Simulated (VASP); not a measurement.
The system is Ge.

```
Ge
1.0
     3.99286    2.30528    3.17070
    -3.99286    2.30528    3.17070
     0.00000   -4.61055    3.17070
Ge
9
Direct
  0.75126 0.82003 0.38824
  0.38824 0.75126 0.82003
  0.82003 0.38824 0.75126
  0.61176 0.17997 0.24874
  0.17997 0.24874 0.61176
  0.24874 0.61176 0.17997
  0.14605 0.85395 0.50000
  0.50000 0.14605 0.85395
  0.85395 0.50000 0.14605
```

The cell was generated, and may not be a known phase.

```yaml
Program: VASP 6.6.1
Task: relaxation of cell and atoms
Functional: PBE
Potentials_or_basis: VASP PAW PBE potentials, release 64 (Ge_d)
Cutoff: 600 eV
k_mesh: 3 × 3 × 3
Occupations: gaussian, width 0.1 eV
Spin: no spin polarisation
```

At the start: pressure 22.7 GPa; volume 19.46 Å³/atom.

Question: How do energy, volume and symmetry change on relaxing?

Answer: Over 24 steps the energy falls by 511.4 meV/atom and the volume is 23.41 Å³/atom (+20.3 %); space group R32 (No. 155, to 0.1 Å) before and after.

The path:
| step | energy change (eV) | largest force (eV/Å) | pressure (GPa) | volume (Å³) |
| --- | --- | --- | --- | --- |
| 1 | 0.0000 | 2.2422 | 22.73 | 175.11 |
| 2 | -2.8107 | 0.6957 | -5.63 | 254.32 |
| 3 | -3.3998 | 0.7926 | -0.73 | 223.49 |
| 4 | -3.3999 | 0.7838 | -0.94 | 224.53 |
| 5 | -3.6522 | 0.7494 | -1.08 | 222.41 |
| 6 | -4.2831 | 0.5941 | -0.91 | 215.68 |
| 7 | -3.4309 | 1.6104 | 5.43 | 200.83 |
| 8 | -4.3883 | 0.5706 | -0.42 | 212.93 |
| 9 | -4.4213 | 0.5690 | 0.12 | 210.55 |
| 10 | -4.5089 | 0.2125 | 0.05 | 210.01 |
| 11 | -4.5095 | 0.2193 | 0.09 | 210.05 |
| 12 | -4.5535 | 0.1671 | -0.22 | 210.72 |
| 13 | -4.5596 | 0.1707 | -0.40 | 211.04 |
| 14 | -4.5705 | 0.0651 | 0.44 | 207.69 |
| 15 | -4.5706 | 0.0725 | 0.46 | 208.01 |
| 16 | -4.5767 | 0.1126 | 0.05 | 209.14 |
| 17 | -4.5768 | 0.1092 | 0.02 | 209.09 |
| 18 | -4.5827 | 0.0872 | -0.13 | 209.56 |
| 19 | -4.5890 | 0.0637 | -0.15 | 210.21 |
| 20 | -4.5949 | 0.1218 | -0.33 | 211.50 |
| 21 | -4.5984 | 0.1006 | -0.08 | 210.85 |
| 22 | -4.6002 | 0.0749 | 0.20 | 210.02 |
| 23 | -4.6021 | 0.0421 | 0.13 | 210.42 |
| 24 | -4.6027 | 0.0245 | 0.09 | 210.66 |

Final structure:
```
Ge
1.0
     4.01366    2.31729    3.77496
    -4.01366    2.31729    3.77496
     0.00000   -4.63457    3.77496
Ge
9
Cartesian
  -0.2225 1.5490 7.4708
  -1.2302 -0.9672 7.4708
  1.4528 -0.5818 7.4708
  1.4528 0.5818 3.8541
  -0.2225 -1.5490 3.8541
  -1.2302 0.9672 3.8541
  -2.7848 0.0000 5.6624
  1.3924 -2.4117 5.6624
  1.3924 2.4117 5.6624
```

Caveat: the k points lie up to 0.35 Å⁻¹ apart in the final cell, too coarse for converged energies and pressures of a metal; the volume moved by over 15 % at a fixed basis, so the end points are rough.
